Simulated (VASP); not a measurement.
Crystal: Cs.

```
Cs
1.0
     4.97000    0.00000    0.00000
     0.00000    4.97000    0.00000
     0.00000    0.00000    4.97000
Cs
1
Cartesian
  0.0000 0.0000 0.0000
```

This isn't the form of Cs at room conditions, which is bcc.

```yaml
Program: VASP 6.6.1
Task: relaxation of cell and atoms
Functional: PBEsol
Potentials_or_basis: VASP PAW PBE potentials, release 64 (Cs_sv)
Cutoff: 500 eV
k_mesh: 4 × 4 × 4
Occupations: gaussian, width 0.05 eV
Spin: no spin polarisation
```

At the start: pressure -0.1 GPa; volume 122.76 Å³/atom.

How do energy, volume and symmetry change on relaxing?

Over 6 steps the energy falls by 5.3 meV/atom and the volume is 110.45 Å³/atom (-10.0 %); space group Pm-3m (No. 221, to 0.1 Å) before and after.

The path:
```
step  energy change (eV)  largest force (eV/Å)  pressure (GPa)  volume (Å³)
   1              0.0000                0.0000           -0.07       122.76
   2             -0.0004                0.0000           -0.07       121.79
   3             -0.0019                0.0000           -0.09       118.89
   4             -0.0048                0.0000           -0.05       113.22
   5             -0.0015                0.0000            0.17       102.44
   6             -0.0053                0.0000            0.00       110.45
```

Final structure:
```
CELL_PARAMETERS angstrom
4.79797 0.00000 0.00000
0.00000 4.79797 0.00000
0.00000 0.00000 4.79797
ATOMIC_POSITIONS crystal
Cs 0.00000 0.00000 0.00000
```

Caveat: the PAW data sets were made with another functional, which shifts forces and pressure a little.
